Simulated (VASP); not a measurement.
# C (P-3m1) in VASP: a series of runs, part 2 of 2

VASP 6.6.1. The steps go on from the part before.

**3. Relaxation of cell and atoms, PBEsol**

This run uses another cell than the first one, of 5.62 Å³/atom, 1.002 times its volume.

The input, INCAR:

```
PREC     = Accurate       # precision mode
ENCUT    = 600            # plane-wave cutoff, eV
EDIFF    = 1E-6           # SCF threshold, eV
ISMEAR   = 0              # smearing method
SIGMA    = 0.02           # smearing width, eV
LREAL    = Auto         
LASPH    = T              # aspherical terms in the spheres
NELM     = 100            # most SCF steps
ALGO     = Normal         # electronic algorithm
ISIF     = 3              # what is computed and relaxed
LWAVE    = F              # write WAVECAR
LCHARG   = F              # write CHGCAR
GGA      = PS             # functional
IBRION   = 2              # ionic algorithm
NSW      = 65             # ionic steps
EDIFFG   = -0.01          # ionic threshold
```

The input, KPOINTS:

```
Automatic mesh
0
Gamma
  12 12 2
```

The input, POSCAR:

```
C
1.0
    2.4988149884      0.0000000000      0.0000000000
   -1.2494074942      2.1640372593      0.0000000000
    0.0000000000      0.0000000000     16.6433434213
C
16
Direct
    0.0000000000      0.0000000000      0.0000000000
    0.0000000000      0.0000000000      0.0937500000
    0.3333333333      0.6666666667      0.1250000000
    0.3333333333      0.6666666667      0.2187500000
    0.6666666667      0.3333333333      0.2500000000
    0.6666666667      0.3333333333      0.3437500000
    0.0000000000      0.0000000000      0.3750000000
    0.0000000000      0.0000000000      0.4687500000
    0.3333333333      0.6666666667      0.5000000000
    0.3333333333      0.6666666667      0.5937500000
    0.0000000000      0.0000000000      0.6250000000
    0.0000000000      0.0000000000      0.7187500000
    0.3333333333      0.6666666667      0.7500000000
    0.3333333333      0.6666666667      0.8437500000
    0.6666666667      0.3333333333      0.8750000000
    0.6666666667      0.3333333333      0.9687500000
```

Potentials or basis: VASP PAW PBE potentials, release 64 (C).

The run is started by

```sh
$ cat potpaw_PBE.64/C/POTCAR > POTCAR
$ mpirun -np 1 vasp_std > vasp.out
```

OUTCAR:

```text
PREC = Accurate
   ENCUT = 600
   EDIFF = 1E-6
   ISMEAR = 0
   LREAL = Auto
   LASPH = T
   NELM = 100
   ISIF = 3
   GGA = PS
   IBRION = 2
   NSW = 65
   EDIFFG = -0.01

 ion  position               nearest neighbor table
   1  0.000  0.000  0.000-  16 1.53  16 1.53  16 1.53   2 1.56
   2  0.000  0.000  0.094-   3 1.53   3 1.53   3 1.53   1 1.56
   3  0.333  0.667  0.125-   2 1.53   2 1.53   2 1.53   4 1.56
   4  0.333  0.667  0.219-   5 1.53   5 1.53   5 1.53   3 1.56
   5  0.667  0.333  0.250-   4 1.53   4 1.53   4 1.53   6 1.56
   6  0.667  0.333  0.344-   7 1.53   7 1.53   7 1.53   5 1.56
[... 8 lines left out ...]
  15  0.667  0.333  0.875-  14 1.53  14 1.53  14 1.53  16 1.56
  16  0.667  0.333  0.969-   1 1.53   1 1.53   1 1.53  15 1.56

  LATTYP: Found a hexagonal cell.
 ALAT       =     2.4988149884
 C/A-ratio  =     6.6604944738

  Lattice vectors:

 A1 = (   2.4988149884,   0.0000000000,   0.0000000000)
 A2 = (  -1.2494074942,   2.1640372593,   0.0000000000)
 A3 = (   0.0000000000,   0.0000000000,  16.6433434213)

Analysis of symmetry for initial positions (statically):
=====================================================================
 Subroutine PRICEL returns:
 Original cell was already a primitive cell.

 Routine SETGRP: Setting up the symmetry group for a
 hexagonal supercell.

 Subroutine GETGRP returns: Found 12 space group operations
 (whereof  6 operations were pure point group operations)
 out of a pool of 24 trial point group operations.

The static configuration has the point symmetry C_3v.
 The point group associated with its full space group is D_3d.

Analysis of symmetry for dynamics (positions and initial velocities):
=====================================================================
 Subroutine PRICEL returns:
 Original cell was already a primitive cell.

 Routine SETGRP: Setting up the symmetry group for a
 hexagonal supercell.

 Subroutine GETGRP returns: Found 12 space group operations
 (whereof  6 operations were pure point group operations)
 out of a pool of 24 trial point group operations.

The dynamic configuration has the point symmetry C_3v.
 The point group associated with its full space group is D_3d.

 Subroutine INISYM returns: Found 12 space group operations
 (whereof  6 operations are pure point group operations),
 and found     1 'primitive' translations

----------------------------------------------------------------------------------------

                                     Primitive cell

  volume of cell :      89.9994

  direct lattice vectors                    reciprocal lattice vectors
     2.498814988  0.000000000  0.000000000     0.400189692  0.231049626  0.000000000
    -1.249407494  2.164037259  0.000000000     0.000000000  0.462099253  0.000000000
     0.000000000  0.000000000 16.643343421     0.000000000  0.000000000  0.060084081

  length of vectors
     2.498814988  2.498814988 16.643343421     0.462099253  0.462099253  0.060084081

  position of ions in fractional coordinates (direct lattice)
     0.000000000  0.000000000  0.000000000
     0.000000000  0.000000000  0.093750000
     0.333333333  0.666666667  0.125000000
     0.333333333  0.666666667  0.218750000
     0.666666667  0.333333333  0.250000000
     0.666666667  0.333333333  0.343750000
[... 90 lines left out ...]
   NGXF,Y,Z  is equivalent  to a cutoff of  26.61, 26.61, 27.97 a.u.
 SYSTEM =  unknown system
   PREC   = accura    normal or accurate (medium, high low for compatibility)
   ISTART =      0    job   : 0-new  1-cont  2-samecut
   ICHARG =      2    charge: 1-file 2-atom 10-const
   ISPIN  =      1    spin polarized calculation?
   LNONCOLLINEAR =      F non collinear calculations
   LSORBIT =      F    spin-orbit coupling
   LASPH  =      T    aspherical Exc in radial PAW
   ENCUT  =  600.0 eV  44.10 Ry    6.64 a.u.   4.99  4.99 33.24*2*pi/ulx,y,z
   NELM   =    100;   NELMIN=  2; NELMDL= -5     # of ELM steps
   EDIFF  = 0.1E-05   stopping-criterion for ELM
   LREAL  =      T    real-space projection
   EDIFFG = -.1E-01   stopping-criterion for IOM
   NSW    =     65    number of steps for IOM
   IBRION =      2    ionic relax: 0-MD 1-quasi-New 2-CG
   NFREE  =      1    steps in history (QN), initial steepest desc. (CG)
   ISIF   =      3    stress and relaxation
   ISYM   =      2    0-nonsym 1-usesym 2-fastsym
   POTIM  = 0.5000    time-step for ionic-motion
   TEBEG  =    0.0;   TEEND  =   0.0 temperature during run
   PSTRESS=    0.0 pullay stress
   NELECT =      64.0000    total number of electrons
   NUPDOWN=      -1.0000    fix difference up-down
   EMIN   =  10.00;   EMAX   =-10.00  energy-range for DOS
   EFERMI =   0.00;   METHOD = LEGACY
   ISMEAR =     0;   SIGMA  =   0.02  broadening in eV -4-tet -1-fermi 0-gaus
   EFERMI_NEDOS =   21; number of points for ismear=-14 and -15
   IALGO  =     38    algorithm
   IMIX   =      4    mixing-type and parameters
     AMIX     =   0.40;   BMIX     =  1.00
     AMIX_MAG =   1.60;   BMIX_MAG =  1.00
  volume/ion in A,a.u.               =       5.62        37.96
  Fermi-wavevector in a.u.,A,eV,Ry     =   1.461240  2.761344 29.051481  2.135224
  Thomas-Fermi vector in A             =   2.577595
   LORBIT       =      0    0 simple, 1 ext, 2 COOP (PROOUT), +10 PAW based schemes
   GGA     = PS    functional components
   LHFCALC =     F    Hartree Fock is set to
   AEXX    =    0.0000 exact exchange contribution
   IVDW    =     0    specifies the selected vdW correction
   LEPSILON=     F    determine dielectric tensor
   LRPA    =     F    only Hartree local field effects (RPA)
 conjugate gradient relaxation of ions
 non-spin polarized calculation
 Gauss-broadening in eV      SIGMA  =   0.02
  energy-cutoff  :      600.00
  volume of cell :       90.00
 maximum number of plane-waves:      3063
 NGX is ok and might be reduce to    20
   NGX =  9   NGY =  9   NGZ = 67

--------------------------------------- Ionic step        1  -------------------------------------------

 number of electron      63.9999998 magnetization

 Free energy of the ion-electron system (eV)
  ---------------------------------------------------
  ext. energy  EPLUGINS =         0.00000000
  ---------------------------------------------------
  free energy    TOTEN  =      -153.89763589 eV

  energy without entropy =     -153.89763589  energy(sigma->0) =     -153.89763589

------------------------ aborting loop because EDIFF is reached ----------------------------------------

  FORCE on cell =-STRESS in cart. coord.  units (eV):
  Direction    XX          YY          ZZ          XY          YZ          ZX
  --------------------------------------------------------------------------------------
  -------------------------------------------------------------------------------------
  Total        2.9606547      2.9606547     -6.4880433      0.0000000      0.0000000      0.0000000
  in kB       52.7058631     52.7058631   -115.5007792      0.0000000      0.0000000      0.0000000
  external PRESSURE =      -3.3630177 kB  Pullay stress =       0.0000000 kB
[... 131 lines left out ...]
  FREE ENERGIE OF THE ION-ELECTRON SYSTEM (eV)
  ---------------------------------------------------
  free  energy   TOTEN  =      -153.9474874371 eV

  energy  without entropy=     -153.9474874371  energy(sigma->0) =     -153.94748744

[... ionic steps 4 to 10 ...]

--------------------------------------- Ionic step       11  -------------------------------------------

 number of electron      64.0000000 magnetization

------------------------ aborting loop because EDIFF is reached ----------------------------------------
[... 95 lines left out ...]
--------------------------------------- Ionic step       13  -------------------------------------------

 number of electron      64.0000000 magnetization

 Free energy of the ion-electron system (eV)
  ---------------------------------------------------
  ext. energy  EPLUGINS =         0.00000000
  ---------------------------------------------------
  free energy    TOTEN  =      -153.95480392 eV

  energy without entropy =     -153.95480392  energy(sigma->0) =     -153.95480392

 E-fermi :  10.0346     XC(G=0): -13.4777

 val. band max:        9.9285560139   @ k =   0.0000   0.0000   0.0000
 cond. band min:      14.0964057001   @ k =   0.3333  -0.0000   0.5000
 fundamental gap:      4.1678496862
 Fermi energy:        10.0346240061

 k-point     1 :       0.0000    0.0000    0.0000
  band No.  band energies     occupation
      1     -11.8141      2.00000
      2     -11.3984      2.00000
      3     -11.3532      2.00000
      4     -10.0899      2.00000
      5     -10.0879      2.00000
      6      -8.0259      2.00000
[... 1045 lines left out ...]
     40      17.6588      0.00000
     41      17.7072      0.00000

 [... further k-points ...]
[... 5 lines left out ...]
  --------------------------------------------------------------------------------------
  -------------------------------------------------------------------------------------
  Total       -0.0015552     -0.0015552      0.0212149     -0.0000000      0.0000000      0.0000000
  in kB       -0.0277163     -0.0277163      0.3780806     -0.0000000      0.0000000      0.0000000
  external PRESSURE =       0.1075493 kB  Pullay stress =       0.0000000 kB
[... 31 lines left out ...]
  FREE ENERGIE OF THE ION-ELECTRON SYSTEM (eV)
  ---------------------------------------------------
  free  energy   TOTEN  =      -153.9548039233 eV

  energy  without entropy=     -153.9548039233  energy(sigma->0) =     -153.95480392

 reached required accuracy - stopping structural energy minimisation
```

It took 19 min on 1 thread of Intel Xeon 6975P-C (Granite Rapids), shared host; peak memory 0.28 GiB.

Results:

- Free energy: -153.9548 eV
- Relaxed volume: 5.62 Å³/atom
- Relaxed cell: a = 2.510 Å, b = 2.510 Å, c = 16.477 Å, α = 90.00°, β = 90.00°, γ = 120.00°
- Space group after relaxing (to 0.05 Å): P-3m1 (No. 164)
- Energy gained by relaxing: 3.6 meV/atom
- Ionic steps: 13
- Pressure after relaxing: 0.0 GPa
- Largest force after relaxing: 0.004 eV/Å
- Band gap on the k mesh: 4.17 eV, indirect (least direct gap 5.35 eV)

Forces in eV/Å, atoms in the order of the input:
```
C    0.000  0.000 -0.001
C    0.000  0.000  0.000
C    0.000  0.000  0.000
C    0.000  0.000  0.001
C    0.000  0.000 -0.001
C    0.000  0.000  0.000
C    0.000  0.000 -0.004
C    0.000  0.000 -0.002
C    0.000  0.000 -0.001
C    0.000  0.000 -0.001
C    0.000  0.000  0.001
C    0.000  0.000  0.001
C    0.000  0.000  0.002
C    0.000  0.000  0.004
C    0.000  0.000  0.000
C    0.000  0.000  0.001
```

Step by step:
```
step  energy change (eV)  largest force (eV/Å)  pressure (GPa)  volume (Å³)
   1              0.0000                0.3500           -0.34        90.00
   2              0.0038                0.6240            0.65        89.82
   3             -0.0499                0.2384           -0.06        89.92
   4             -0.0499                0.3284            0.13        89.88
   5             -0.0528                0.1572            0.03        89.90
   6             -0.0555                0.0716            0.03        89.90
   7             -0.0557                0.0787            0.03        89.90
   8             -0.0568                0.0440           -0.03        89.91
   9             -0.0569                0.0542           -0.07        89.92
  10             -0.0569                0.0816            0.06        89.89
  11             -0.0571                0.0240           -0.01        89.91
  12             -0.0571                0.0256            0.04        89.90
  13             -0.0572                0.0044            0.01        89.90
```

Final structure:
```
C
1.0
     2.51004    0.00000    0.00000
    -1.25502    2.17376    0.00000
     0.00000    0.00000   16.47691
C
16
Cartesian
  0.0000 0.0000 0.0061
  -1.2550 2.1738 1.5454
  0.0000 1.4492 2.0589
  0.0000 1.4492 3.5982
  1.2550 0.7246 4.1118
  1.2550 0.7246 5.6510
  0.0000 0.0000 6.1647
  0.0000 0.0000 7.7026
  0.0000 1.4492 8.2201
  0.0000 1.4492 9.7801
  0.0000 0.0000 10.3012
  -1.2550 2.1738 11.8612
  0.0000 1.4492 12.3787
  0.0000 1.4492 13.9165
  1.2550 0.7246 14.4303
  1.2550 0.7246 15.9695
```

Caveat: the PAW data sets were made with another functional, which shifts forces and pressure a little. A k mesh can miss the band edges.
